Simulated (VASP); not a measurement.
**Y: single point with PBE**

Y:

```
CELL_PARAMETERS angstrom
-1.67762 1.67762 5.97559
1.67762 -1.67762 5.97559
1.67762 1.67762 -5.97559
ATOMIC_POSITIONS crystal
Y 0.00000 0.00000 0.00000
Y 0.75000 0.25000 0.50000
```

The cell was built from a structure type or drawn by symmetry, and may not be a known phase.

| Quantity | Value |
| --- | --- |
| Program | VASP 6.6.1 |
| Task | single point |
| Functional | PBE |
| Potentials or basis | VASP PAW PBE potentials, release 64 (Y_sv) |
| Cutoff | 520 eV |
| k mesh | 24 × 24 × 24 |
| Occupations | gaussian, width 0.1 eV |
| Spin | no spin polarisation |

* Pressure: 0.0 GPa
* Band gap on the k mesh: zero (bands 11 and 12 overlap by 0.83 eV)

Stress tensor (GPa, compression positive):
```
 0.03  0.00  0.00
 0.00  0.03  0.00
 0.00  0.00 -0.10
```

Levels at points of the mesh, in eV from the Fermi level:
```csv
k point,band 7,band 8,band 9,band 10,band 11,band 12,band 13,band 14,band 15,band 16
"(0.00, 0.00, 0.00)",-22.48,-22.41,-4.49,-1.69,-0.02,-0.02,0.67,1.03,3.34,3.34
"(0.50, 0.00, 0.00)",-22.48,-22.41,-1.65,-1.27,-0.45,0.25,0.45,2.29,2.72,2.91
"(0.50, 0.50, 0.00)",-22.57,-22.57,-1.36,-1.36,0.26,0.26,0.92,0.92,3.99,3.99
"(0.50, 0.50, 0.50)",-22.44,-22.44,-3.18,-3.18,-0.49,-0.49,1.32,1.32,2.39,2.39
```

Run time: 51 min on 1 thread of Intel(R) Xeon(R) Platinum 8375C CPU @ 2.90GHz (Ice Lake) (shared host), peak memory 1.3 GiB.
